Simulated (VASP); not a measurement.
A run of VASP 6.6.1:

Contents of INCAR:

```
SYSTEM = HfSiO4
PREC = Accurate
ENCUT = 520
EDIFF = 1E-7
ISMEAR = 0
SIGMA = 0.1
LREAL = .FALSE.
LASPH = .TRUE.
NELM = 80
ALGO = Normal
ISIF = 2
LWAVE = .FALSE.
LCHARG = .FALSE.
GGA = PE
NBANDS = 50
```

Contents of KPOINTS:

```
regular mesh
0
G
  4 4 4
  0 0 0
```

Contents of POSCAR:

```
HfSiO4
1.0
   -3.3210954095      3.3210954095      3.0066189099
    3.3210954095     -3.3210954095      3.0066189099
    3.3210954095      3.3210954095     -3.0066189099
Hf Si O
2 2 8
Direct
    0.0000000000      0.0000000000      0.0000000000
    0.7500000000      0.2500000000      0.5000000000
    0.2500000000      0.7500000000      0.5000000000
    0.5000000000      0.5000000000      0.0000000000
    0.1348005254      0.3192953947      0.8155051307
    0.0692953947      0.7537902640      0.6844948693
    0.0692953947      0.3848005254      0.3155051307
    0.5037902640      0.3192953947      0.1844948693
    0.6807046053      0.4962097360      0.8155051307
    0.6151994746      0.9307046053      0.6844948693
    0.2462097360      0.9307046053      0.3155051307
    0.6807046053      0.8651994746      0.1844948693
```

Potentials or basis: VASP PAW PBE potentials, release 64 (Hf_pv, Si, O).

Run with:

```console
$ cat potpaw_PBE.64/Hf_pv/POTCAR potpaw_PBE.64/Si/POTCAR potpaw_PBE.64/O/POTCAR > POTCAR
$ mpirun -np 1 vasp_std > vasp.out
```

Hardware: 1 thread of Intel(R) Xeon(R) Platinum 8259CL CPU @ 2.50GHz (Skylake/Cascade Lake), on a shared host.

Task: Estimate the wall time of this run.

Result: Run time: 100 s on 1 thread of Intel(R) Xeon(R) Platinum 8259CL CPU @ 2.50GHz (Skylake/Cascade Lake), with other jobs on the host, peak memory 0.29 GiB. Counts: scf iterations 16, k points 13.
